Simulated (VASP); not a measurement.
# Al (I4/mmm) in VASP: further runs, part 2 of 2

VASP 6.6.1. The steps go on from the part before.

### Step 3. Single point, LDA

File INCAR:

```
SYSTEM = Al
PREC = Accurate
ENCUT = 520
EDIFF = 1E-6
ISMEAR = 0
SIGMA = 0.15
LREAL = .FALSE.
LASPH = .TRUE.
NELM = 60
ALGO = Normal
ISIF = 2
LWAVE = .FALSE.
LCHARG = .FALSE.
GGA = CA
NBANDS = 8
```

File KPOINTS:

```
regular mesh
0
G
  24 24 24
  0 0 0
```

File POSCAR:

```
Al
1.0
   -1.4579705573      1.4579705573      1.8953617245
    1.4579705573     -1.4579705573      1.8953617245
    1.4579705573      1.4579705573     -1.8953617245
Al
1
Direct
    0.0000000000      0.0000000000      0.0000000000
```

Potentials or basis: VASP PAW LDA potentials, release 64 (Al).

The run is started by

```sh
$ cat potpaw_LDA.64/Al/POTCAR > POTCAR
$ mpirun -np 1 vasp_std > vasp.out
```

Wall time 32 s (1 thread of Intel Xeon 6975P-C (Granite Rapids), shared host); peak memory 0.22 GiB.

Results (log left out):

```
Free energy            : -4.1808 eV
Pressure               : -1.0 GPa
Band gap on the k mesh : zero (an odd number of electrons rules out a gap without spin polarisation)
```

Stress tensor (GPa, compression positive):
```
-2.46  0.00  0.00
 0.00 -2.46  0.00
 0.00  0.00  1.86
```

Levels at points of the mesh, in eV from the Fermi level:
| k point | band 1 | band 2 | band 3 | band 4 |
| --- | --- | --- | --- | --- |
| (0.00, 0.00, 0.00) | -11.26 | 12.49 | 12.49 | 13.39 |
| (0.50, 0.00, 0.00) | -4.63 | -4.40 | 10.50 | 10.63 |
| (0.50, 0.50, 0.00) | -3.35 | -2.20 | 5.72 | 5.96 |
| (0.50, 0.50, 0.50) | -2.06 | -0.43 | 4.63 | 4.63 |

### Step 4. Single point, LDA

File INCAR:

```
  PREC = Accurate
  ENCUT = 520
  EDIFF = 1E-6
  ISMEAR = 0
  SIGMA = 0.15
  LREAL = F
  LASPH = T
  NELM = 80
  ALGO = Fast
  ISIF = 2
  LWAVE = F
  LCHARG = F
  NBANDS = 8
```

File KPOINTS:

```
regular mesh
0
Gamma
  24 24 24
```

File POSCAR:

```
Al
1.0
   -1.6360651563      1.6360651563      1.5051799438
    1.6360651563     -1.6360651563      1.5051799438
    1.6360651563      1.6360651563     -1.5051799438
Al
1
Direct
    0.0000000000      0.0000000000      0.0000000000
```

The run is started by

```sh
$ cat potpaw_LDA.64/Al/POTCAR > POTCAR
$ mpirun -np 1 vasp_std > vasp.out
```

Wall time 37 s (1 thread of Intel Xeon 6975P-C (Granite Rapids), shared host); peak memory 0.22 GiB.

Results (log left out):

* Free energy: -4.1008 eV
* Pressure: 0.5 GPa
* Band gap on the k mesh: zero (an odd number of electrons rules out a gap without spin polarisation)

Stress tensor (GPa, compression positive):
```
 1.31  0.00  0.00
 0.00  1.31  0.00
 0.00  0.00 -1.20
```

Levels at points of the mesh, in eV from the Fermi level:
```
           k point  band 1  band 2  band 3  band 4  band 5  band 6
(0.00, 0.00, 0.00)  -11.25   12.09   14.12   14.12   14.18   14.18
(0.50, 0.00, 0.00)   -4.20   -3.60    7.76    7.80    9.44   11.27
(0.50, 0.50, 0.00)   -4.62   -4.41    9.40    9.63   11.54   12.13
(0.50, 0.50, 0.50)    1.14    1.14    2.60    2.90    3.55    6.31
```

### Step 5. Single point, LDA

File INCAR:

```
ALGO = Fast
EDIFF = 1E-6
ENCUT = 520
ISIF = 2
ISMEAR = 0
LASPH = T
LCHARG = F
LREAL = F
LWAVE = F
NBANDS = 8
NELM = 60
PREC = Accurate
SIGMA = 0.15
```

File KPOINTS:

```
k-points
0
Gamma
  24 24 24
```

File POSCAR:

```
Al
1.0
   -1.5414601775      1.5414601775      1.6956061952
    1.5414601775     -1.5414601775      1.6956061952
    1.5414601775      1.5414601775     -1.6956061952
Al
1
Direct
    0.0000000000      0.0000000000      0.0000000000
```

Potentials or basis: VASP PAW LDA potentials, release 64 (Al).

The run is started by

```sh
$ cat potpaw_LDA.64/Al/POTCAR > POTCAR
$ mpirun -np 1 vasp_std > vasp.out
```

OUTCAR:

```text
EDIFF = 1E-6
   ENCUT = 520
   ISIF = 2
   ISMEAR = 0
   LASPH = T
   LREAL = F
   NELM = 60
   PREC = Accurate

 ion  position               nearest neighbor table
   1  0.000  0.000  0.000-

  LATTYP: Found a body centered tetragonal cell.
 ALAT       =     3.0829203550
 C/A-ratio  =     1.1000000000

  Lattice vectors:

 A1 = (  -1.5414601775,   1.5414601775,   1.6956061952)
 A2 = (   1.5414601775,  -1.5414601775,   1.6956061952)
[... 444 lines left out ...]
      7      26.9080      0.00000
      8      28.9180      0.00000

 [... further k-points ...]

------------------------ aborting loop because EDIFF is reached ----------------------------------------

  FORCE on cell =-STRESS in cart. coord.  units (eV):
  Direction    XX          YY          ZZ          XY          YZ          ZX
  --------------------------------------------------------------------------------------
  -------------------------------------------------------------------------------------
  Total       -0.1171674     -0.1171674      0.3367896      0.0000000      0.0000000      0.0000000
  in kB      -11.6484438    -11.6484438     33.4826392      0.0000000      0.0000000      0.0000000
  external PRESSURE =       3.3952506 kB  Pullay stress =       0.0000000 kB

 VOLUME and BASIS-vectors are now :
 -----------------------------------------------------------------------------
  energy-cutoff  :      520.00
  volume of cell :       16.12
      direct lattice vectors                 reciprocal lattice vectors
    -1.541460178  1.541460178  1.695606195     0.000000000  0.324367770  0.294879791
     1.541460178 -1.541460178  1.695606195     0.324367770  0.000000000  0.294879791
     1.541460178  1.541460178 -1.695606195     0.324367770  0.324367770  0.000000000

 POSITION                                       TOTAL-FORCE (eV/Angst)
 -----------------------------------------------------------------------------------
      0.00000      0.00000      0.00000         0.000000     -0.000000     -0.000000
 -----------------------------------------------------------------------------------
    total drift:                                0.000000     -0.000000     -0.000000

  FREE ENERGIE OF THE ION-ELECTRON SYSTEM (eV)
  ---------------------------------------------------
  free  energy   TOTEN  =        -4.1072333187 eV

  energy  without entropy=       -4.1022574203  energy(sigma->0) =       -4.10474537
```

OSZICAR:

```text
N       E                     dE             d eps       ncg     rms          rms(c)
DAV:   1    -0.270168336033E+01   -0.27017E+01   -0.88783E+02 17088   0.207E+02
DAV:   2    -0.413050570841E+01   -0.14288E+01   -0.13748E+01 23744   0.190E+01
DAV:   3    -0.413732465313E+01   -0.68189E-02   -0.68156E-02 20808   0.144E+00
DAV:   4    -0.413733578650E+01   -0.11133E-04   -0.11134E-04 26048   0.550E-02
DAV:   5    -0.413733580077E+01   -0.14272E-07   -0.15039E-07 21016   0.124E-03    0.135E+00
RMM:   6    -0.411888883432E+01    0.18447E-01   -0.18023E-03 17012   0.196E-01    0.771E-01
RMM:   7    -0.410721607443E+01    0.11673E-01   -0.48808E-03 19508   0.318E-01    0.131E-01
RMM:   8    -0.410722937487E+01   -0.13300E-04   -0.30432E-04 18826   0.102E-01    0.404E-02
RMM:   9    -0.410723369655E+01   -0.43217E-05   -0.32055E-05 19045   0.381E-02    0.134E-02
RMM:  10    -0.410723331871E+01    0.37784E-06   -0.36565E-06 19593   0.111E-02
   1 F= -.41072333E+01 E0= -.41047454E+01  d E =-.497590E-02
```

stdout:

```text
POSCAR found type information on POSCAR Al
 POSCAR found :  1 types and       1 ions
 scaLAPACK will be used
 LDA part: xc-table for (Slater(with rela. corr.)+CA(PZ))
 , standard interpolation
 POSCAR, INCAR and KPOINTS ok, starting setup
 FFT: planning ... GRIDC
 FFT: planning ... GRID_SOFT
 FFT: planning ... GRID
 WAVECAR not read
 entering main loop
```

It took 34 s on 1 thread of Intel Xeon 6975P-C (Granite Rapids), shared host; peak memory 0.21 GiB.

Results:

- Free energy: -4.1072 eV
- Pressure: 0.3 GPa
- Band gap on the k mesh: zero (an odd number of electrons rules out a gap without spin polarisation)

Stress tensor (GPa, compression positive):
```
-1.16  0.00  0.00
 0.00 -1.16  0.00
 0.00  0.00  3.35
```

### Step 6. Single point, LDA

This run uses another cell than the first one, of the same volume but with other edges.

File INCAR:

```
PREC     = Accurate       # precision mode
ENCUT    = 520            # plane-wave cutoff, eV
EDIFF    = 1E-6           # SCF threshold, eV
ISMEAR   = 0              # smearing method
SIGMA    = 0.15           # smearing width, eV
LREAL    = F              # projectors in reciprocal space
LASPH    = T              # aspherical terms in the spheres
NELM     = 60             # most SCF steps
ALGO     = Normal         # electronic algorithm
ISIF     = 2              # what is computed and relaxed
LWAVE    = F              # write WAVECAR
LCHARG   = F              # write CHGCAR
NBANDS   = 8              # bands
```

File KPOINTS:

```
Automatic mesh
0
Gamma
  24 24 24
```

File POSCAR:

```
Al
1.0
   -1.8369277953      1.8369277953      1.1940030670
    1.8369277953     -1.8369277953      1.1940030670
    1.8369277953      1.8369277953     -1.1940030670
Al
1
Direct
    0.0000000000      0.0000000000      0.0000000000
```

Potentials or basis: VASP PAW LDA potentials, release 64 (Al).

The run is started by

```sh
$ cat potpaw_LDA.64/Al/POTCAR > POTCAR
$ mpirun -np 1 vasp_std > vasp.out
```

It took 33 s on 1 thread of Intel Xeon 6975P-C (Granite Rapids), shared host; peak memory 0.21 GiB.

The run converged. Its results:

```
Free energy            : -3.9213 eV
Pressure               : 8.8 GPa
Band gap on the k mesh : zero (an odd number of electrons rules out a gap without spin polarisation)
```

Stress tensor (GPa, compression positive):
```
-2.68  0.00  0.00
 0.00 -2.68  0.00
 0.00  0.00 31.67
```

Levels at points of the mesh, in eV from the Fermi level:
```csv
k point,band 1,band 2,band 3,band 4,band 5,band 6
"(0.00, 0.00, 0.00)",-11.19,7.89,9.26,9.26,10.72,20.44
"(0.50, 0.00, 0.00)",-3.10,-1.46,6.62,7.35,7.79,10.83
"(0.50, 0.50, 0.00)",-6.34,-5.32,12.01,13.15,14.46,17.33
"(0.50, 0.50, 0.50)",-1.33,-1.33,-0.91,1.33,13.30,13.80
```

Caveat: the cell stands under pressure.

### Step 7. Overview

| cell | gap on the mesh (eV) | pressure (GPa) |
| --- | --- | --- |
| a = 2.792 Å, angles 103.5, 103.5, 122.2°, 1 atom | none | 1.5 |
| a = 2.801 Å, angles 117.3, 117.3, 94.8°, 1 atom | none | -1.0 |
| a = 2.760 Å, angles 107.3, 107.3, 113.9°, 1 atom | none | 0.5 |
| a = 2.762 Å, angles 112.1, 112.1, 104.2°, 1 atom | none | 0.3 |
| a = 2.859 Å, angles 100.0, 100.0, 130.6°, 1 atom | none | 8.8 |

Alike in all rows: task single point; level LDA; potentials or basis VASP PAW LDA potentials, release 64 (Al); no spin polarisation; k mesh 24 × 24 × 24; cutoff (eV) 520; smearing gaussian 0.15 eV.

Caveats: the cell stands under pressure (at least some runs).

Total energies depend on the potentials used, so only differences within one code and one set of settings carry meaning.
